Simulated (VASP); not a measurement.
Set up this calculation in VASP 6.6.1, as the native input.

- Task: single point
- Functional: PBE
- Dispersion: D3(BJ)
- Potentials or basis: VASP PAW PBE potentials, release 64 (O, H, N)
- Cutoff: 520 eV
- k mesh: 1 × 1 × 1
- Occupations: fermi-dirac, width 0.05 eV
- Spin: no spin polarisation
- Dipole correction: no
- Further INCAR settings: LREAL = Auto; ALGO = Normal; EDIFF = 1e-06; NBANDS = 34

The structure of H11NO4 lies in POSCAR:

```
H11NO4
1.0
    5.2305400000      0.0000000000      0.0000000000
    0.0000000000      5.2305400000      0.0000000000
    0.0000000000      0.0000000000      5.2305400000
O H N
4 11 1
Direct
    0.1505580686      0.6910949921      0.1664072926
    0.5889449273      0.4052736429      0.3846447977
    0.4476975609      0.7225066628      0.7621010450
    0.1843021944      0.1283423891      0.4397633896
    0.2138593721      0.6934274473     -0.0111460767
    0.0738547072      0.5258156902      0.1803446680
    0.4343910954      0.2954761841      0.3536346152
    0.5388927338      0.5543404696      0.2901038898
    0.3498300367      0.8359939891      0.6517873872
    0.5287981738      0.5856947849      0.6606392457
    0.0396326192      0.1326058113      0.5637276457
    0.1695809610     -0.0358853962      0.3441900836
    0.9190446875      0.0694765741      0.0098842567
    0.7452194229      0.3025691420     -0.0813109163
    0.6721103366      0.0259820210     -0.1772092365
    0.8212918743      0.1443254425     -0.1552420974
```

The input as run:

INCAR

```
PREC = Accurate
ENCUT = 520
EDIFF = 1E-6
ISMEAR = -1
SIGMA = 0.05
LREAL = Auto
LASPH = T
NELM = 60
ALGO = Normal
ISIF = 2
LWAVE = F
LCHARG = T
GGA = PE
IVDW = 12
LELF = T
LVHAR = T
NBANDS = 34
```

KPOINTS

```
Automatic mesh
0
Gamma
  1 1 1
```

Potentials or basis: VASP PAW PBE potentials, release 64 (O, H, N).

Run with:

```console
$ cat potpaw_PBE.64/O/POTCAR potpaw_PBE.64/H/POTCAR potpaw_PBE.64/N/POTCAR > POTCAR
$ mpirun -np 1 vasp_gam > vasp.out
```

It gave:

```
Pressure                   : 1.9 GPa
Largest force              : 2.803 eV/Å
Band gap on the k mesh     : 4.57 eV
Dispersion energy per atom : -0.038 eV
```

Caveat: the k points lie up to 1.20 Å⁻¹ apart.

Wall time 19 s on 1 thread of AMD EPYC 7R13 Processor (Zen 3), on a shared host, peak memory 0.21 GiB.
